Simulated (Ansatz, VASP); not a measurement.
Mn in VASP and in Ansatz

```
Mn
1.0
     0.00000    2.51257    2.51257
     2.51257    0.00000    2.51257
     2.51257    2.51257    0.00000
Mn
2
Direct
  0.12500 0.12500 0.12500
  0.87500 0.87500 0.87500
```

Alike in both runs: task relaxation of cell and atoms; functional PBE; k mesh 11 × 11 × 11; occupations fermi-dirac, width 0.05 eV; collinear spin.

```csv
,VASP,Ansatz
version,VASP 6.6.1,Ansatz 0.2.0
potentials or method,"VASP PAW PBE potentials, release 64 (Mn_sv), cutoff 680 eV","plane waves (420 eV) with PAW, scalar-relativistic"
valence electrons in the cell,30,30
```

```csv
,VASP,Ansatz,Ansatz less VASP
net moment per atom (μB),0.00,0.00,0.000
size of the moment on the site where the two differ most (μB),2.09,2.09,+0.001
relaxed volume (Å³/atom),16.67,16.93,+0.255
relaxed length of the cell vector where the two differ most in proportion (Å),3.613,3.631,+0.0183
```

Site moments also hang on the region over which each program counts them.
